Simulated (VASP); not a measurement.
Write the native input for VASP 6.6.1 that does the following.

| Property | Result |
| --- | --- |
| Task | single point |
| Functional | PBE |
| Potentials or basis | VASP PAW PBE potentials, release 64 (Al, Ga_d, Sb) |
| Cutoff | 520 eV |
| k mesh | 3 × 3 × 4 |
| Occupations | gaussian, width 0.1 eV |
| Spin | no spin polarisation |
| Dipole correction | no |
| Further INCAR settings | ALGO = Normal; EDIFF = 1e-06; NBANDS = 26 |

The structure of Al2GaSb3 lies in POSCAR:

```
Al2GaSb3
1.0
    7.0991813444      0.0000000000      0.0000000000
   -3.5495906722      6.1480713903      0.0000000000
    0.0000000000      0.0000000000      3.8990183676
Al Ga Sb
2 1 3
Direct
    0.6666666667      0.3333333333      0.0000000000
    0.3333333333      0.6666666667      0.0000000000
    0.0000000000      0.0000000000      0.0000000000
    0.5000000000      0.0000000000      0.5000000000
    0.0000000000      0.5000000000      0.5000000000
    0.5000000000      0.5000000000      0.5000000000
```

The cell was built from a structure type or drawn by symmetry, and may not be a known phase.

One way to write it, as run:

INCAR

```
  PREC = Accurate
  ENCUT = 520
  EDIFF = 1E-6
  ISMEAR = 0
  SIGMA = 0.1
  LREAL = F
  LASPH = T
  NELM = 100
  ALGO = Normal
  ISIF = 2
  LWAVE = F
  LCHARG = F
  GGA = PE
  NBANDS = 26
```

KPOINTS

```
regular mesh
0
Gamma
  3 3 4
```

Potentials or basis: VASP PAW PBE potentials, release 64 (Al, Ga_d, Sb).

Command:

```console
$ cat potpaw_PBE.64/Al/POTCAR potpaw_PBE.64/Ga_d/POTCAR potpaw_PBE.64/Sb/POTCAR > POTCAR
$ mpirun -np 1 vasp_std > vasp.out
```

Results of the run:

```json
{
 "Pressure": "0.2 GPa",
 "Band gap on the k mesh": "zero (bands 17 and 18 overlap by 1.50 eV)"
}
```

Caveat: the k points lie up to 0.40 Å⁻¹ apart, too coarse for converged energies and pressures of a metal; spin-orbit coupling is left out, which moves the levels of the heavy elements.

Wall time 70 s on 1 thread of Intel Xeon 8259CL (shared host), peak memory 0.3 GiB.
